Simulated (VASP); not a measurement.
CuO:

```
Cu O
1.0
     2.36018   -1.72475    0.00000
     2.36018    1.72475    0.00000
    -0.86625    0.00000    5.09295
Cu O
2 2
Cartesian
  1.1801 0.8513 0.0000
  0.7470 -0.8513 2.5465
  2.0861 -0.2860 1.2921
  1.6530 0.2860 3.8386
```

Base run:

* Program: VASP 6.6.1
* Functional: RPBE
* Potentials or basis: VASP PAW PBE potentials, release 64 (Cu, O)
* Cutoff: 520 eV
* k mesh: 10 × 10 × 5
* Occupations: fermi-dirac, width 0.05 eV
* Spin: no spin polarisation

Its results: band gap on the k mesh zero (band 17 reaches 5.86 eV, above the bottom of band 18 at 5.27 eV); pressure 8.3 GPa; largest force 0.754 eV/Å.

Question: The run is repeated on the same cell with these changes: potentials or basis from VASP PAW PBE potentials, release 64 (Cu, O) to VASP PAW PBE potentials, release 64 (Cu_sv_GW, O); cutoff from 520 eV to 700 eV; further incar settings from ALGO = Normal; EDIFF = 1e-06; NBANDS = 25 to ALGO = Normal; EDIFF = 1e-06; NBANDS = 33; valence electrons from 34 to 50. What comes out?

Answer: Band gap on the k mesh zero (band 25 reaches 5.89 eV, above the bottom of band 26 at 5.30 eV); pressure 4.6 GPa; largest force 0.734 eV/Å.

Caveats: the PAW data sets were made with another functional, which shifts forces and pressure a little; semilocal functionals often make such compounds metallic where correlation or magnetic order opens a gap, which also shifts bond lengths.
